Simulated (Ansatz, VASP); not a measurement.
**One calculation of Ta, two programs**

INCAR

```
SYSTEM = Ta
ALGO = Normal
EDIFF = 1E-6
ENCUT = 520
GGA = PE
GGA_COMPAT = .FALSE.
ISIF = 2
ISMEAR = 0
LASPH = .TRUE.
LCHARG = .FALSE.
LMAXMIX = 4
LORBIT = 11
LORBMOM = .TRUE.
LREAL = .FALSE.
LSORBIT = .TRUE.
LWAVE = .FALSE.
MAGMOM = 0 0 0
NBANDS = 22
NELM = 150
PREC = Accurate
SIGMA = 0.1
```

KPOINTS

```
k-points
0
G
  18 18 18
  0 0 0
```

The input POSCAR:

```
Ta
1.0
    0.0000000000      2.1115096340      2.1115096340
    2.1115096340      0.0000000000      2.1115096340
    2.1115096340      2.1115096340      0.0000000000
Ta
1
Direct
    0.0000000000      0.0000000000      0.0000000000
```

Input for Ansatz:

```yaml
crystal:
  lattice:
    - [0.0, 2.111509634, 2.111509634]
    - [2.111509634, 0.0, 2.111509634]
    - [2.111509634, 2.111509634, 0.0]
  atoms:
    - { symbol: Ta, position: [0.0, 0.0, 0.0] }
basis:
  ecutwfc: 420
kpoints:
  mp_grid: { grid: [18, 18, 18] }
  band_path:
    path:
      - [0.0, 0.0, 0.0]
      - [0.5, 0.0, 0.5]
      - [0.625, 0.25, 0.625]
      - [0.375, 0.375, 0.75]
      - [0.5, 0.5, 0.5]
      - [0.5, 0.25, 0.75]
    npoints: 1
hamiltonian:
  xc: pbe
scf:
  occupations: { method: gaussian, width: 0.1 }
  n_extra_bands: 8
output:
  eigenvalues: true
magnetization:
  noncollinear: true
  spin_orbit: true
```

Alike in both runs: task single point; functional PBE; k mesh 18 × 18 × 18; occupations gaussian, width 0.1 eV; non-collinear spin, spin-orbit coupling.

```csv
,VASP,Ansatz
version,VASP 6.6.1,Ansatz 0.2.0
potentials or method,"VASP PAW PBE potentials, release 64 (Ta_pv), cutoff 520 eV","plane waves, PAW"
valence electrons in the cell,11,13
```

```tsv
	VASP	Ansatz	Ansatz less VASP
net moment per atom (μB)	0.00	0.00	0.000
```

VASP's potentials hold 11 valence electrons a cell and Ansatz's 13, so a difference there can come from the potentials and not from the codes.
